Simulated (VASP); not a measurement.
ZnS:

```
Zn S
1.0
     0.00000    2.68387    2.68387
     2.68387    0.00000    2.68387
     2.68387    2.68387    0.00000
Zn S
1 1
Direct
  0.75000 0.75000 0.75000
  0.00000 0.00000 0.00000
```

Base run:

- Program: VASP 6.6.1
- Functional: PBEsol-based global hybrid with 25 % exact exchange
- Potentials or basis: VASP PAW PBE potentials, release 64 (Zn, S)
- Cutoff: 520 eV
- k mesh: 5 × 5 × 5
- Occupations: fermi-dirac, width 0.05 eV
- Spin: no spin polarisation

Its results: band gap on the k mesh 4.00 eV; pressure -0.3 GPa.

Task: The run is repeated on the same cell with these changes: functional from PBEsol-based global hybrid with 25 % exact exchange to r2SCAN0. What comes out?

Result: Band gap on the k mesh 4.48 eV; pressure 1.1 GPa.

Caveats: the PAW data sets were made with another functional, which shifts forces and pressure a little.

